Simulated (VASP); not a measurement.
A run of VASP 6.6.1:

The input INCAR:

```
  PREC = Accurate
  ENCUT = 520
  EDIFF = 1E-6
  ISMEAR = 0
  SIGMA = 0.1
  LREAL = False
  LASPH = True
  NELM = 150
  ALGO = Normal
  ISIF = 2
  LWAVE = False
  LCHARG = False
  ISPIN = 2
  MAGMOM = 1 1 1 1 1 1
  LORBIT = 11
  GGA = PE
  NBANDS = 25
```

The input KPOINTS:

```
regular mesh
0
Gamma
  6 6 4
```

The input POSCAR:

```
C
1.0
    3.9395020636      0.0000000000      0.0000000000
   -1.9697510318      3.4117088654      0.0000000000
    0.0000000000      0.0000000000      3.7886859471
C
6
Direct
    0.7961181966      0.3980590983      0.1666666667
    0.6019409017      0.3980590983      0.8333333333
    0.6019409017      0.2038818034      0.5000000000
    0.2038818034      0.6019409017      0.1666666667
    0.3980590983      0.6019409017      0.8333333333
    0.3980590983      0.7961181966      0.5000000000
```

Potentials or basis: VASP PAW PBE potentials, release 64 (C).

Launch:

```bash
$ cat potpaw_PBE.64/C/POTCAR > POTCAR
$ mpirun -np 1 vasp_std > vasp.out
```

Hardware: 1 thread of AMD EPYC 7R43 64-Core Processor (Zen 3), with other jobs on the host.

Q: Estimate the wall time of this run.

A: Run time: 71 s on 1 thread of AMD EPYC 7R43 64-Core Processor (Zen 3), with other jobs on the host, peak memory 0.15 GiB. Counts: scf iterations 15, k points 21.
